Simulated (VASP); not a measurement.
# Li2O (scanat) (Fm-3m) in VASP: single point with r2SCAN

Aim: the single point of Li2O (scanat) with r2SCAN.

All numbers are computed with VASP 6.6.1; they aren't measurements. Logs are shortened: lines on timing, memory, paths and dates and some standing lists are left out, and cuts for length are marked.

### Step 1. The cell of the first run

The structure is cubic, space group Fm-3m (No. 225). Conventional cell: a = 4.578 Å, b = 4.578 Å, c = 4.578 Å, α = 90.00°, β = 90.00°, γ = 90.00°. Li (site symmetry -43m) has 4 O at 1.98 Å and 6 Li at 2.29 Å within 2.6 Å. Within 2.6 Å of O (site symmetry m-3m) lie 8 Li at 1.98 Å.

### Step 2. Single point, r2SCAN

Contents of POSCAR:

```
Li2O
1.0
    0.0000000000      2.2890547227      2.2890547227
    2.2890547227      0.0000000000      2.2890547227
    2.2890547227      2.2890547227      0.0000000000
Li O
2 1
Direct
    0.2500000000      0.2500000000      0.2500000000
    0.7500000000      0.7500000000      0.7500000000
    0.0000000000      0.0000000000      0.0000000000
```

Contents of INCAR.step1:

```
PREC = Accurate
ENCUT = 830
ISMEAR = 0
SIGMA = 0.02
LREAL = F
LASPH = T
NELM = 120
NBANDS = 13
GGA = PE
ALGO = Normal
EDIFF = 1E-5
LWAVE = T
LCHARG = F
GGA_COMPAT = F
```

Contents of INCAR.step2:

```
PREC = Accurate
ENCUT = 830
EDIFF = 1E-6
ISMEAR = 0
SIGMA = 0.02
LREAL = F
LASPH = T
NELM = 120
ALGO = Normal
ISIF = 2
LWAVE = F
LCHARG = F
METAGGA = R2SCAN
LMIXTAU = T
NBANDS = 13
ISTART = 1
GGA_COMPAT = F
```

Contents of KPOINTS:

```
Automatic mesh
0
Gamma
  8 8 8
```

Potentials or basis: VASP PAW PBE potentials, release 64 (Li_sv, O).

Launch:

```
$ cat potpaw_PBE.64/Li_sv/POTCAR potpaw_PBE.64/O/POTCAR > POTCAR
$ cp INCAR.step1 INCAR
$ mpirun -np 1 vasp_std > vasp.out
$ cp INCAR.step2 INCAR
$ mpirun -np 1 vasp_std > vasp.out
```

OUTCAR:

```text
PREC = Accurate
   ENCUT = 830
   EDIFF = 1E-6
   ISMEAR = 0
   LREAL = F
   LASPH = T
   NELM = 120
   ISIF = 2
   METAGGA = R2SCAN
   ISTART = 1

 ion  position               nearest neighbor table
   1  0.250  0.250  0.250-   3 1.98   3 1.98   3 1.98   3 1.98   2 2.29   2 2.29   2 2.29   2 2.29
                             2 2.29   2 2.29
   2  0.750  0.750  0.750-   3 1.98   3 1.98   3 1.98   3 1.98   1 2.29   1 2.29   1 2.29   1 2.29
                             1 2.29   1 2.29
   3  0.000  0.000  0.000-   1 1.98   2 1.98   2 1.98   2 1.98   2 1.98   1 1.98   1 1.98   1 1.98

  LATTYP: Found a face centered cubic cell.
 ALAT       =     4.5781094454

  Lattice vectors:

 A1 = (   0.0000000000,   2.2890547227,   2.2890547227)
 A2 = (   2.2890547227,   0.0000000000,   2.2890547227)
 A3 = (   2.2890547227,   2.2890547227,   0.0000000000)

Analysis of symmetry for initial positions (statically):
=====================================================================
 Subroutine PRICEL returns:
 Original cell was already a primitive cell.

 Routine SETGRP: Setting up the symmetry group for a
 face centered cubic supercell.

 Subroutine GETGRP returns: Found 48 space group operations
 (whereof 48 operations were pure point group operations)
 out of a pool of 48 trial point group operations.

The static configuration has the point symmetry O_h .

Analysis of symmetry for dynamics (positions and initial velocities):
=====================================================================
 Subroutine PRICEL returns:
 Original cell was already a primitive cell.

 Routine SETGRP: Setting up the symmetry group for a
 face centered cubic supercell.

 Subroutine GETGRP returns: Found 48 space group operations
 (whereof 48 operations were pure point group operations)
 out of a pool of 48 trial point group operations.

The dynamic configuration has the point symmetry O_h .

 Subroutine INISYM returns: Found 48 space group operations
 (whereof 48 operations are pure point group operations),
 and found     1 'primitive' translations

----------------------------------------------------------------------------------------

                                     Primitive cell

  volume of cell :      23.9882

  direct lattice vectors                    reciprocal lattice vectors
     0.000000000  2.289054723  2.289054723    -0.218430776  0.218430776  0.218430776
     2.289054723  0.000000000  2.289054723     0.218430776 -0.218430776  0.218430776
     2.289054723  2.289054723  0.000000000     0.218430776  0.218430776 -0.218430776
[... 98 lines left out ...]
   NUPDOWN=      -1.0000    fix difference up-down
   EMIN   =  10.00;   EMAX   =-10.00  energy-range for DOS
   EFERMI =   0.00;   METHOD = LEGACY
   ISMEAR =     0;   SIGMA  =   0.02  broadening in eV -4-tet -1-fermi 0-gaus
   EFERMI_NEDOS =   21; number of points for ismear=-14 and -15
   IALGO  =     38    algorithm
   IMIX   =      4    mixing-type and parameters
     AMIX     =   0.40;   BMIX     =  1.00
     AMIX_MAG =   1.60;   BMIX_MAG =  1.00
  volume/ion in A,a.u.               =       8.00        53.96
  Fermi-wavevector in a.u.,A,eV,Ry     =   1.299578  2.455847 22.978926  1.688903
  Thomas-Fermi vector in A             =   2.430833
   LORBIT       =      0    0 simple, 1 ext, 2 COOP (PROOUT), +10 PAW based schemes
   METAGGA = R2SCAN    functional components
   LHFCALC =     F    Hartree Fock is set to
   AEXX    =    0.0000 exact exchange contribution
   IVDW    =     0    specifies the selected vdW correction
   LEPSILON=     F    determine dielectric tensor
   LRPA    =     F    only Hartree local field effects (RPA)
 non-spin polarized calculation
 Gauss-broadening in eV      SIGMA  =   0.02
  energy-cutoff  :      830.00
  volume of cell :       23.99
 maximum number of plane-waves:      1316
   NGX = 15   NGY = 15   NGZ = 15

 number of electron      12.0000003 magnetization

 Free energy of the ion-electron system (eV)
  ---------------------------------------------------
  ext. energy  EPLUGINS =         0.00000000
  ---------------------------------------------------
  free energy    TOTEN  =       -16.84236002 eV

  energy without entropy =      -16.84236002  energy(sigma->0) =      -16.84236002

 E-fermi :   1.3087     XC(G=0): -10.3942

 val. band max:        1.0762315497   @ k =   0.0000   0.0000   0.0000
 cond. band min:       6.8003091483   @ k =   0.5000   0.5000   0.0000
 fundamental gap:      5.7240775986
 Fermi energy:         1.3086960646

 k-point     1 :       0.0000    0.0000    0.0000
  band No.  band energies     occupation
      1     -43.1742      2.00000
      2     -42.8275      2.00000
      3     -15.3369      2.00000
      4       1.0762      2.00000
      5       1.0762      2.00000
      6       1.0762      2.00000
      7       7.3930      0.00000
      8      14.3395      0.00000
      9      14.3395      0.00000
     10      14.3395      0.00000
     11      21.5807      0.00000
     12      21.5807      0.00000
     13      21.5807      0.00000
[... 354 lines left out ...]
  band No.  band energies     occupation
      1     -42.9835      2.00000
      2     -42.9827      2.00000
      3     -15.1069      2.00000
      4      -1.3966      2.00000
      5       0.0636      2.00000
      6       0.2513      2.00000
      7       9.9205      0.00000
      8      12.6096      0.00000
      9      15.4551      0.00000
     10      15.9163      0.00000
     11      20.3416      0.00000
     12      20.7213      0.00000
     13      26.0453      0.00000

 [... further k-points ...]

------------------------ aborting loop because EDIFF is reached ----------------------------------------

  FORCE on cell =-STRESS in cart. coord.  units (eV):
  Direction    XX          YY          ZZ          XY          YZ          ZX
  --------------------------------------------------------------------------------------
  -------------------------------------------------------------------------------------
  Total       -0.0174057     -0.0174057     -0.0174057      0.0000000      0.0000000      0.0000000
  in kB       -1.1625301     -1.1625301     -1.1625301      0.0000000      0.0000000      0.0000000
  external PRESSURE =      -1.1625301 kB  Pullay stress =       0.0000000 kB

 VOLUME and BASIS-vectors are now :
 -----------------------------------------------------------------------------
  energy-cutoff  :      830.00
  volume of cell :       23.99
      direct lattice vectors                 reciprocal lattice vectors
     0.000000000  2.289054723  2.289054723    -0.218430776  0.218430776  0.218430776
     2.289054723  0.000000000  2.289054723     0.218430776 -0.218430776  0.218430776
     2.289054723  2.289054723  0.000000000     0.218430776  0.218430776 -0.218430776

 POSITION                                       TOTAL-FORCE (eV/Angst)
 -----------------------------------------------------------------------------------
      1.14453      1.14453      1.14453        -0.000000     -0.000000     -0.000000
      3.43358      3.43358      3.43358         0.000000      0.000000      0.000000
      0.00000      0.00000      0.00000        -0.000000     -0.000000      0.000000
 -----------------------------------------------------------------------------------
    total drift:                                0.000000     -0.000000      0.000000

  FREE ENERGIE OF THE ION-ELECTRON SYSTEM (eV)
  ---------------------------------------------------
  free  energy   TOTEN  =       -16.8423600197 eV

  energy  without entropy=      -16.8423600197  energy(sigma->0) =      -16.84236002
```

OUTCAR.step1:

```text
PREC = Accurate
   ENCUT = 830
   ISMEAR = 0
   LREAL = F
[... 611 lines left out ...]
      1.14453      1.14453      1.14453        -0.000000     -0.000000      0.000000
      3.43358      3.43358      3.43358         0.000000      0.000000     -0.000000
      0.00000      0.00000      0.00000        -0.000000     -0.000000     -0.000000
 -----------------------------------------------------------------------------------
    total drift:                                0.000000     -0.000000      0.000000

  FREE ENERGIE OF THE ION-ELECTRON SYSTEM (eV)
  ---------------------------------------------------
  free  energy   TOTEN  =       -14.3506878665 eV

  energy  without entropy=      -14.3506878665  energy(sigma->0) =      -14.35068787
```

Wall time 47 s (1 thread of Intel Xeon Platinum 8559C (Emerald Rapids), shared host); peak memory 0.16 GiB.

What came out:

```
Free energy            : -16.8424 eV
Pressure               : -0.1 GPa
Band gap on the k mesh : 5.72 eV, indirect (least direct gap 6.32 eV)
```

Caveat: the PAW data sets were made with another functional, which shifts forces and pressure a little. A k mesh can miss the band edges.
